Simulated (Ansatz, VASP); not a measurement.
This is a calculation of Pb for Ansatz 0.2.0.

File input.yaml:

```yaml
crystal:
  lattice:
    - [3.548252622, 0.0, 0.0]
    - [-1.774126311, 3.0728769098, 0.0]
    - [0.0, 0.0, 5.6996356773]
  atoms:
    - { symbol: Pb, position: [0.6666666667, 0.3333333333, 0.75] }
    - { symbol: Pb, position: [0.3333333333, 0.6666666667, 0.25] }
kpoints:
  mp_grid: { grid: [9, 9, 5] }
scf:
  occupations: { method: fermi_dirac, width: 0.05 }
hamiltonian:
  xc: lda
  pseudopotentials: { kind: all_electron, lapw: { basis_error: 0.001 } }
output:
  forces: true
  stress: true
  eigenvalues: true
```

Potentials or basis: all-electron LAPW, scalar-relativistic.

Run with:

```bash
$ ansatz run input.yaml --threads 1 --pin off --max-ram 3072MiB --backend cpu --events-out ev --progress --plain --runs-dir out
```

Q: Translate it to VASP 6.6.1. Potentials there: VASP PAW LDA potentials, release 64 (Pb_d).

A: As run (the cutoff follows the program's own potentials):

File INCAR:

```
SYSTEM = Pb
PREC = Accurate
ENCUT = 520
EDIFF = 1E-6
ISMEAR = -1
SIGMA = 0.05
LREAL = .False.
LASPH = .True.
NELM = 100
ALGO = Fast
ISIF = 2
LWAVE = .False.
LCHARG = .False.
NBANDS = 21
```

The input KPOINTS:

```
Automatic mesh
0
Gamma
  9 9 5
  0 0 0
```

Contents of POSCAR:

```
Pb
1.0
    3.5482526220      0.0000000000      0.0000000000
   -1.7741263110      3.0728769098      0.0000000000
    0.0000000000      0.0000000000      5.6996356773
Pb
2
Direct
    0.6666666667      0.3333333333      0.7500000000
    0.3333333333      0.6666666667      0.2500000000
```

Potentials or basis: VASP PAW LDA potentials, release 64 (Pb_d).

Run with:

```bash
$ cat potpaw_LDA.64/Pb_d/POTCAR > POTCAR
$ mpirun -np 1 vasp_std > vasp.out
```

Both were run:

|  | VASP | Ansatz | Ansatz less VASP |
| --- | --- | --- | --- |
| gap on the k mesh at the Fermi level (eV) | none | none | - |
| pressure (GPa) | -2.9 | -2.9 | +0.01 |
| traceless stress, the component that is largest in VASP (GPa) | 1.59 | 1.50 | -0.082 |

LDA's correlation is that of Perdew and Zunger in VASP and of Perdew and Wang (1992) in Ansatz. A gap of «none» marks a metal or a gap that the smearing closes. Ansatz ran all-electron here, and VASP with PAW potentials.

Spin-orbit coupling is off throughout.
